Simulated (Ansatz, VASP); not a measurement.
## One calculation of ZnS, two programs

The input INCAR:

```
SYSTEM = ZnS
PREC = Accurate ; ENCUT = 500
EDIFF = 1E-6 ; ISMEAR = 0
SIGMA = 0.02 ; LREAL = .False.
LASPH = .True. ; NELM = 120
ALGO = Normal ; ISIF = 2
LWAVE = .False. ; LCHARG = .True.
GGA = PE ; LELF = .True.
LVHAR = .True. ; NBANDS = 16
GGA_COMPAT = .False.
```

The input KPOINTS:

```
Automatic mesh
0
Gamma
  8 8 8
  0 0 0
```

POSCAR

```
ZnS
1.0
    0.0000000000      2.7218243403      2.7218243403
    2.7218243403      0.0000000000      2.7218243403
    2.7218243403      2.7218243403      0.0000000000
Zn S
1 1
Direct
    0.0000000000      0.0000000000      0.0000000000
    0.2500000000      0.2500000000      0.2500000000
```

Input for Ansatz:

```yaml
crystal:
  lattice:
    - [0.0, 2.7218243425, 2.7218243425]
    - [2.7218243425, 0.0, 2.7218243425]
    - [2.7218243425, 2.7218243425, 0.0]
  atoms:
    - { symbol: Zn, position: [0.0, 0.0, 0.0] }
    - { symbol: S, position: [0.25, 0.25, 0.25] }
basis:
  ecutwfc: 420
kpoints:
  mp_grid: { grid: [8, 8, 8] }
  band_path:
    path:
      - [[0.0, 0.0, 0.0], [-0.5, -0.5, 0.0], [-0.375, -0.375, 0.25]]
      - [[-0.375, 0.0, 0.375], [0.0, 0.0, 0.0], [0.0, 0.0, 0.5], [-0.5, -0.25, 0.25], [-0.5, -0.5, 0.0]]
    npoints: 10
hamiltonian:
  xc: pbe
  pseudopotentials: { kind: paw, azcp: { folder: soft_1 } }
scf:
  occupations: { method: gaussian, width: 0.02 }
  n_extra_bands: 7
output:
  forces: true
  stress: true
  eigenvalues: true
```

Alike in both runs: task single point; functional PBE; k mesh 8 × 8 × 8; occupations gaussian, width 0.02 eV; no spin polarisation.

|  | VASP | Ansatz |
| --- | --- | --- |
| version | VASP 6.6.1 | Ansatz 0.2.0 |
| potentials or method | VASP PAW PBE potentials, release 64 (Zn, S), cutoff 500 eV | scalar-relativistic, plane waves, PAW |
| valence electrons in the cell | 18 | 18 |

```csv
,VASP,Ansatz,Ansatz less VASP
gap on the k mesh at the Fermi level (eV),2.02,2.01,-0.007
least direct gap on the mesh (eV),2.02,2.01,-0.007
pressure (GPa),0.1,0.0,-0.13
```
